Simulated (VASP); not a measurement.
RbBr, 2 atoms in the cell. Symmetry: Pm-3m, No. 221, cubic system. Conventional cell: a = 4.126 Å, b = 4.126 Å, c = 4.126 Å, α = 90.00°, β = 90.00°, γ = 90.00°. Rb (site symmetry m-3m) has 8 Br at 3.57 Å and 6 Rb at 4.13 Å within 4.7 Å. Within 4.7 Å of Br (site symmetry m-3m) lie 8 Rb at 3.57 Å and 6 Br at 4.13 Å. 

- Program: VASP 6.6.1
- Task: relaxation of cell and atoms
- Functional: RPBE
- Potentials or basis: VASP PAW PBE potentials, release 64 (Rb_sv, Br)
- Cutoff: 600 eV
- k mesh: 7 × 7 × 7
- Occupations: fermi-dirac, width 0.05 eV
- Spin: no spin polarisation
- Dipole correction: no
- Further INCAR settings: ALGO = Normal; EDIFF = 1e-06; IBRION = 2; EDIFFG = -0.01; NSW = 60; ISIF = 3

Potentials or basis: VASP PAW PBE potentials, release 64 (Rb_sv, Br).

Launch:

```bash
$ cat potpaw_PBE.64/Rb_sv/POTCAR potpaw_PBE.64/Br/POTCAR > POTCAR
$ mpirun -np 1 vasp_std > vasp.out
```

Hardware: 1 thread of Intel(R) Xeon(R) Platinum 8259CL CPU @ 2.50GHz (Skylake/Cascade Lake), on a shared host.

Problem. How long does it take, and how much memory?

Solution. Wall time 53 s on 1 thread of Intel(R) Xeon(R) Platinum 8259CL CPU @ 2.50GHz (Skylake/Cascade Lake), with other jobs on the host, peak memory 0.22 GiB. Counts: scf iterations 38, k points 20, ion steps 4.
